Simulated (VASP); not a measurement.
Write the native input for VASP 6.6.1 that does the following.

| Item | Value |
| --- | --- |
| Task | single point |
| Functional | revPBE |
| Potentials or basis | VASP PAW PBE potentials, release 64 (V_sv) |
| Cutoff | 520 eV |
| k mesh | 15 × 15 × 8 |
| Occupations | fermi-dirac, width 0.1 eV |
| Spin | no spin polarisation |
| Dipole correction | no |
| Further INCAR settings | ALGO = Normal; EDIFF = 1e-06; NBANDS = 20 |

The structure of V lies in POSCAR:

```
V
1.0
    2.5962476619      0.0000000000      0.0000000000
   -1.2981238310      2.2484164297      0.0000000000
    0.0000000000      0.0000000000      4.6412236852
V
2
Direct
    0.3333333333      0.6666666667      0.2500000000
    0.6666666667      0.3333333333      0.7500000000
```

This cell differs from its parent crystal: volume scaled by 0.96.

One way to write it, as run:

INCAR

```
ALGO = Normal
EDIFF = 1E-6
ENCUT = 520
GGA = RE
ISIF = 2
ISMEAR = -1
LASPH = T
LCHARG = F
LREAL = F
LWAVE = F
NBANDS = 20
NELM = 100
PREC = Accurate
SIGMA = 0.1
```

KPOINTS

```
k-points
0
Gamma
  15 15 8
```

Potentials or basis: VASP PAW PBE potentials, release 64 (V_sv).

Command:

```bash
$ cat potpaw_PBE.64/V_sv/POTCAR > POTCAR
$ mpirun -np 1 vasp_std > vasp.out
```

Results of the run:

The pressure is 7.6 GPa and the band gap on the k mesh is zero (band 13 reaches 11.67 eV, above the bottom of band 14 at 9.47 eV).

Caveat: the PAW data sets were made with another functional, which shifts forces and pressure a little.

Run time: 70 s on 1 thread of AMD EPYC 7R43 64-Core Processor (Zen 3) (shared host), peak memory 0.14 GiB.
